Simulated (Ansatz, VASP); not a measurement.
**One calculation of W, two programs**

File INCAR:

```
SYSTEM = W
PREC = Accurate
ENCUT = 520
EDIFF = 1E-6
ISMEAR = 0
SIGMA = 0.05
LREAL = .FALSE.
LASPH = .TRUE.
NELM = 80
ALGO = Normal
ISIF = 2
LWAVE = .FALSE.
LCHARG = .FALSE.
GGA = PS
NBANDS = 13
```

File KPOINTS:

```
Automatic mesh
0
G
  18 18 18
  0 0 0
```

Contents of POSCAR:

```
W
1.0
   -1.5737484435      1.5737484435      1.5737484435
    1.5737484435     -1.5737484435      1.5737484435
    1.5737484435      1.5737484435     -1.5737484435
W
1
Direct
    0.0000000000      0.0000000000      0.0000000000
```

Input for Ansatz:

```yaml
crystal:
  lattice:
    - [-1.5737484435, 1.5737484435, 1.5737484435]
    - [1.5737484435, -1.5737484435, 1.5737484435]
    - [1.5737484435, 1.5737484435, -1.5737484435]
  atoms:
    - { symbol: W, position: [0.0, 0.0, 0.0] }
basis:
  ecutwfc: 600
  ecutrho_ratio: 5
kpoints:
  mp_grid: { grid: [18, 18, 18] }
hamiltonian:
  xc: pbesol
scf:
  occupations: { method: gaussian, width: 0.05 }
output:
  forces: true
  stress: true
  eigenvalues: true
```

Alike in both runs: task single point; functional PBEsol; k mesh 18 × 18 × 18; occupations gaussian, width 0.05 eV; no spin polarisation.

|  | VASP | Ansatz |
| --- | --- | --- |
| version | VASP 6.6.1 | Ansatz 0.2.0 |
| potentials or method | VASP PAW PBE potentials, release 64 (W_sv), cutoff 520 eV | scalar-relativistic, plane waves, PAW |
| valence electrons in the cell | 14 | 14 |

```csv
,VASP,Ansatz,Ansatz less VASP
pressure (GPa),2.8,2.1,-0.69
```

VASP's potentials were made for PBE, not for PBEsol.

Neither program's run includes spin-orbit coupling.
